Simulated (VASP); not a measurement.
A run of VASP 6.6.1 is set up as follows.

Contents of POSCAR:

```
NbSi
1.0
    3.1564400000      0.0000000000      0.0000000000
    0.0000000000      3.1564400000      0.0000000000
    0.0000000000      0.0000000000      3.1564400000
Nb Si
1 1
Direct
    0.0000000000      0.0000000000      0.0000000000
    0.5000000000      0.5000000000      0.5000000000
```

File INCAR.step1:

```
SYSTEM = NbSi
PREC = Accurate ; ENCUT = 520
EDIFF = 1E-5 ; ISMEAR = -1
SIGMA = 0.05 ; LREAL = .FALSE.
LASPH = .TRUE. ; NELM = 80
ALGO = Normal ; ISIF = 2
LWAVE = .TRUE. ; LCHARG = .FALSE.
NBANDS = 16 ; GGA = PE
```

Contents of INCAR.step2:

```
SYSTEM = NbSi
PREC = Accurate ; ENCUT = 520
EDIFF = 1E-6 ; ISMEAR = -1
SIGMA = 0.05 ; LREAL = .FALSE.
LASPH = .TRUE. ; NELM = 80
ALGO = Normal ; ISIF = 2
LWAVE = .FALSE. ; LCHARG = .FALSE.
GGA = PE ; LHFCALC = .TRUE.
AEXX = 0.25 ; HFSCREEN = 0.4
PRECFOCK = Normal ; NBANDS = 16
ISTART = 1
```

KPOINTS

```
Automatic mesh
0
G
  4 4 4
  0 0 0
```

Potentials or basis: VASP PAW PBE potentials, release 64 (Nb_sv, Si).

Launch:

```bash
$ cat potpaw_PBE.64/Nb_sv/POTCAR potpaw_PBE.64/Si/POTCAR > POTCAR
$ cp INCAR.step1 INCAR
$ mpirun -np 1 vasp_std > vasp.out
$ cp INCAR.step2 INCAR
$ mpirun -np 1 vasp_std > vasp.out
```

Task: Estimate the band gap on the k mesh.

Result: Zero (an odd number of electrons rules out a gap without spin polarisation).

Task: Predict the pressure.

Result: -0.7 GPa.

Caveat: the k points lie up to 0.50 Å⁻¹ apart, too coarse for converged energies and pressures of a metal; the PAW data sets were made with another functional, which shifts forces and pressure a little.
